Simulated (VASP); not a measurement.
Input of a VASP 6.6.1 run:

File INCAR:

```
SYSTEM = Ir
PREC = Accurate
ENCUT = 520
EDIFF = 1E-6
ISMEAR = 0
SIGMA = 0.15
LREAL = .False.
LASPH = .True.
NELM = 80
ALGO = Fast
ISIF = 2
LWAVE = .False.
LCHARG = .False.
GGA = PS
NBANDS = 16
```

File KPOINTS:

```
regular mesh
0
Gamma
  18 18 12
  0 0 0
```

Contents of POSCAR:

```
Ir
1.0
    2.7513778946      0.1804903899      0.0000000000
   -1.2193796845      2.2925179572      0.0000000000
    0.0000000000      0.0000000000      4.4622900000
Ir
2
Direct
    0.6666666667      0.3333333333      0.7500000000
    0.3333333333      0.6666666667      0.2500000000
```

Potentials or basis: VASP PAW PBE potentials, release 64 (Ir).

The run is started by

```console
$ cat potpaw_PBE.64/Ir/POTCAR > POTCAR
$ mpirun -np 1 vasp_std > vasp.out
```

Task: Estimate the largest force.

Result: 0.220 eV/Å.

Task: Estimate the pressure.

Result: -5.4 GPa.

Task: Estimate the band gap on the k mesh.

Result: Zero (bands 9 and 10 overlap by 3.47 eV).

Forces on the atoms (eV/Å):
```
Ir   0.219  0.015  0.000
Ir  -0.219 -0.015  0.000
```

Caveat: the cell differs from its parent crystal (strain +0.1312 x Voigt [0, 0, 0, 0, 0, 1]); the stress differs along the axes, from -12 to 3 GPa; the PAW data sets were made with another functional, which shifts forces and pressure a little; spin-orbit coupling is left out, which moves the levels of the heavy elements.
